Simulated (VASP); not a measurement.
# Be2C (Fm-3m) in VASP: notebook, part 2 of 3

VASP 6.6.1. The steps go on from the part before.

## (3) Relaxation of cell and atoms, r2SCAN, target pressure 7 GPa, at which the enthalpy is minimised

POSCAR

```
Be2C
1.0
    2.1604635391      2.1604635391      0.0000000000
   -2.1604635391      2.1604635391      0.0000000000
    0.0000000000      2.1604635391      2.1604635391
Be C
2 1
Direct
    0.2500000000      0.7500000000      0.5000000000
    0.7500000000      0.2500000000      0.5000000000
    0.0000000000      0.0000000000      0.0000000000
```

INCAR.step1

```
PREC = Accurate
ENCUT = 660
ISMEAR = 0
SIGMA = 0.01
LREAL = False
LASPH = True
NELM = 120
GGA = PE
ALGO = Normal
EDIFF = 1E-5
LWAVE = True
LCHARG = False
GGA_COMPAT = False
IBRION = 2
ISIF = 3
EDIFFG = -0.005
NELMIN = 4
NSW = 100
```

INCAR.step2

```
PREC = Accurate
ENCUT = 660
EDIFF = 1E-7
ISMEAR = 0
SIGMA = 0.01
LREAL = False
LASPH = True
NELM = 120
ALGO = Normal
ISIF = 3
LWAVE = False
LCHARG = False
METAGGA = R2SCAN
LMIXTAU = True
IBRION = 2
NSW = 100
EDIFFG = -0.002
PSTRESS = 70.0
ISTART = 1
GGA_COMPAT = False
NELMIN = 4
```

KPOINTS

```
regular mesh
0
Gamma
  10 10 10
```

Potentials or basis: VASP PAW PBE potentials, release 64 (Be, C).

Command:

```console
cat potpaw_PBE.64/Be/POTCAR potpaw_PBE.64/C/POTCAR > POTCAR
cp INCAR.step1 INCAR
mpirun -np 1 vasp_std > vasp.out
cp INCAR.step2 INCAR
mpirun -np 1 vasp_std > vasp.out
```

OUTCAR:

```text
PREC = Accurate
   ENCUT = 660
   EDIFF = 1E-7
   ISMEAR = 0
   LREAL = False
   LASPH = True
   NELM = 120
   ISIF = 3
   METAGGA = R2SCAN
   IBRION = 2
   NSW = 100
   EDIFFG = -0.002
   PSTRESS = 70.0
   ISTART = 1
   NELMIN = 4

 ion  position               nearest neighbor table
   1  0.250  0.750  0.500-   3 1.87   3 1.87   3 1.87   3 1.87   2 2.16   2 2.16   2 2.16   2 2.16
                             2 2.16   2 2.16
   2  0.750  0.250  0.500-   3 1.87   3 1.87   3 1.87   3 1.87   1 2.16   1 2.16   1 2.16   1 2.16
                             1 2.16   1 2.16
   3  0.000  0.000  0.000-   2 1.87   1 1.87   1 1.87   2 1.87   1 1.87   2 1.87   2 1.87   1 1.87

  LATTYP: Found a face centered cubic cell.
 ALAT       =     4.3209270782

  Lattice vectors:

 A1 = (   0.0000000000,   2.1604635391,   2.1604635391)
 A2 = (   2.1604635391,   0.0000000000,   2.1604635391)
 A3 = (   2.1604635391,   2.1604635391,   0.0000000000)

Analysis of symmetry for initial positions (statically):
=====================================================================
 Subroutine PRICEL returns:
 Original cell was already a primitive cell.

 Routine SETGRP: Setting up the symmetry group for a
 face centered cubic supercell.

[... 176 lines left out ...]
  --------------------------------------------------------------------------------------
  -------------------------------------------------------------------------------------
  Total        0.1000273      0.1000273      0.1000273      0.0000000      0.0000000      0.0000000
  in kB        7.9461789      7.9461789      7.9461789      0.0000000      0.0000000      0.0000000
  external PRESSURE =     -62.0538211 kB  Pullay stress =      70.0000000 kB
[... 65 lines left out ...]
--------------------------------------- Ionic step        3  -------------------------------------------

 number of electron       8.0000000 magnetization

 Free energy of the ion-electron system (eV)
  ---------------------------------------------------
  ext. energy  EPLUGINS =         0.00000000
  ---------------------------------------------------
  free energy    TOTEN  =       -19.46228117 eV

  energy without entropy =      -19.46228117  energy(sigma->0) =      -19.46228117

 E-fermi :   8.1463     XC(G=0): -12.1675

 val. band max:        8.0479299718   @ k =   0.0000   0.0000   0.0000
 cond. band min:       9.5885555175   @ k =   0.5000   0.5000   0.0000
 fundamental gap:      1.5406255457
 Fermi energy:         8.1462512942

 k-point     1 :       0.0000    0.0000    0.0000
  band No.  band energies     occupation
      1      -8.1483      2.00000
      2       8.0479      2.00000
      3       8.0479      2.00000
      4       8.0479      2.00000
      5      12.7340      0.00000
      6      12.7340      0.00000
      7      12.7340      0.00000
      8      15.8521      0.00000
[... 243 lines left out ...]
 k-point    24 :       0.4000    0.3000    0.0000
  band No.  band energies     occupation
      1      -4.2964      2.00000
      2       0.1336      2.00000
      3       2.0597      2.00000
      4       4.1837      2.00000
      5      12.3672      0.00000
      6      18.3790      0.00000
      7      19.0193      0.00000
      8      19.9902      0.00000

 [... further k-points ...]
[... 5 lines left out ...]
  --------------------------------------------------------------------------------------
  -------------------------------------------------------------------------------------
  Total        0.8538106      0.8538106      0.8538106     -0.0000000      0.0000000     -0.0000000
  in kB       69.7848737     69.7848737     69.7848737     -0.0000000      0.0000000     -0.0000000
  external PRESSURE =      -0.2151263 kB  Pullay stress =      70.0000000 kB
[... 22 lines left out ...]
  energy  without entropy=      -19.4622811679  energy(sigma->0) =      -19.46228117

  enthalpy is  TOTEN    =       -18.6058384798 eV   P V=        0.8564426882

 reached required accuracy - stopping structural energy minimisation
```

OUTCAR.step1:

```text
PREC = Accurate
   ENCUT = 660
   ISMEAR = 0
   LREAL = False
   LASPH = True
   NELM = 120
   GGA = PE
   EDIFF = 1E-5
[... 562 lines left out ...]
  -------------------------------------------------------------------------------------
  Total       -0.0025952     -0.0025952     -0.0025952     -0.0000000      0.0000000      0.0000000
  in kB       -0.2048735     -0.2048735     -0.2048735     -0.0000000      0.0000000      0.0000000
  external PRESSURE =      -0.2048735 kB  Pullay stress =       0.0000000 kB
[... 18 lines left out ...]
  FREE ENERGIE OF THE ION-ELECTRON SYSTEM (eV)
  ---------------------------------------------------
  free  energy   TOTEN  =       -17.4585560737 eV

  energy  without entropy=      -17.4585560737  energy(sigma->0) =      -17.45855607

 reached required accuracy - stopping structural energy minimisation
```

OSZICAR.step1:

```text
N       E                     dE             d eps       ncg     rms          rms(c)
DAV:   1     0.736255759939E+01    0.73626E+01   -0.46518E+03   752   0.110E+03
DAV:   2    -0.181074021241E+02   -0.25470E+02   -0.24040E+02  1176   0.145E+02
DAV:   3    -0.185676250202E+02   -0.46022E+00   -0.46022E+00   984   0.196E+01
[... 15 lines left out ...]
       N       E                     dE             d eps       ncg     rms          rms(c)
DAV:   1    -0.174585723227E+02   -0.41958E-04   -0.56347E-04   848   0.222E-01    0.252E-02
DAV:   2    -0.174585556308E+02    0.16692E-04   -0.70161E-05   784   0.559E-02    0.722E-03
DAV:   3    -0.174585555259E+02    0.10493E-06   -0.46139E-06   392   0.185E-02    0.236E-03
DAV:   4    -0.174585560737E+02   -0.54785E-06   -0.35157E-07   400   0.898E-03
   3 F= -.17458556E+02 E0= -.17458556E+02  d E =-.478931E-03
```

Run time: 94 s. Hardware: 1 thread of AMD EPYC 9R45 (Zen 5), shared host; peak memory 0.13 GiB.

Results:

```yaml
Free_energy: -19.4623 eV
Relaxed_volume: 6.53 Å³/atom
Relaxed_cell: a = 3.027 Å, b = 3.027 Å, c = 3.027 Å, α = 60.00°, β = 60.00°, γ = 90.00°
Space_group_after_relaxing_to_0.1_Å: Fm-3m (No. 225)
Energy_change_on_relaxing_the_run_minimises_the_enthalpy: +4.5 meV/atom
Ionic_steps: 3
Pressure_after_relaxing: 7.0 GPa
Band_gap_on_the_k_mesh: 1.54 eV (least direct gap 4.69 eV)
```

The path:
```csv
step,energy change (eV),largest force (eV/Å),pressure (GPa),volume (Å³)
1,0.0000,0.0000,0.79,20.17
2,0.0229,0.0000,9.18,19.42
3,0.0136,0.0000,6.98,19.60
```

Final structure:
```
CELL_PARAMETERS angstrom
2.14006 2.14006 0.00000
-2.14006 2.14006 0.00000
0.00000 2.14006 2.14006
ATOMIC_POSITIONS crystal
Be 0.25000 0.75000 0.50000
Be 0.75000 0.25000 0.50000
C 0.00000 0.00000 0.00000
```

Levels at points of the mesh, in eV from the valence-band top:
```
           k point  band 2  band 3  band 4  band 5  band 6  band 7
(0.00, 0.00, 0.00)    0.00    0.00    0.00    4.69    4.69    4.69
(0.50, 0.00, 0.00)   -9.29   -1.96   -1.96    5.60    5.60    7.94
(0.50, 0.50, 0.00)   -7.26   -5.05   -5.05    1.54    6.41   14.78
```

Caveat: the cell is relaxed towards a set pressure, so the run minimises the enthalpy, not the energy; the PAW data sets were made with another functional, which shifts forces and pressure a little.

[end of part 2 of 3]
